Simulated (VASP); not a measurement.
BeSi (L10 type), 2 atoms in the cell. The structure is tetragonal, space group P4/mmm (No. 123). The conventional cell has a = 2.518 Å, b = 2.518 Å, c = 3.522 Å, α = 90.00°, β = 90.00°, γ = 90.00°. Within 3.3 Å of Be (site symmetry 4/mmm) lie 8 Si at 2.50 Å and 4 Be at 2.52 Å. Within 3.3 Å of Si (site symmetry 4/mmm) lie 8 Be at 2.50 Å and 4 Si at 2.52 Å.  This cell differs from its parent crystal: z stretched by +3 % at fixed volume.

```yaml
Program: VASP 6.6.1
Task: single point
Functional: PBE
Potentials_or_basis: VASP PAW PBE potentials, release 64 (Be, Si)
Cutoff: 520 eV
k_mesh: 14 × 14 × 11
Occupations: fermi-dirac, width 0.05 eV
Spin: no spin polarisation
Dipole_correction: no
Further_INCAR_settings: ALGO = Normal; EDIFF = 1e-07; NBANDS = 10
```

Potentials or basis: VASP PAW PBE potentials, release 64 (Be, Si).

Command:

```sh
$ cat potpaw_PBE.64/Be/POTCAR potpaw_PBE.64/Si/POTCAR > POTCAR
$ mpirun -np 1 vasp_std > vasp.out
```

Hardware: 1 thread of Intel Xeon 8259CL, with other jobs on the host.

**Question.** How long does it take, and how much memory?

**Answer.** Wall time 62 s on 1 thread of Intel Xeon 8259CL (shared host), peak memory 0.16 GiB. Counts: scf iterations 12, k points 216.
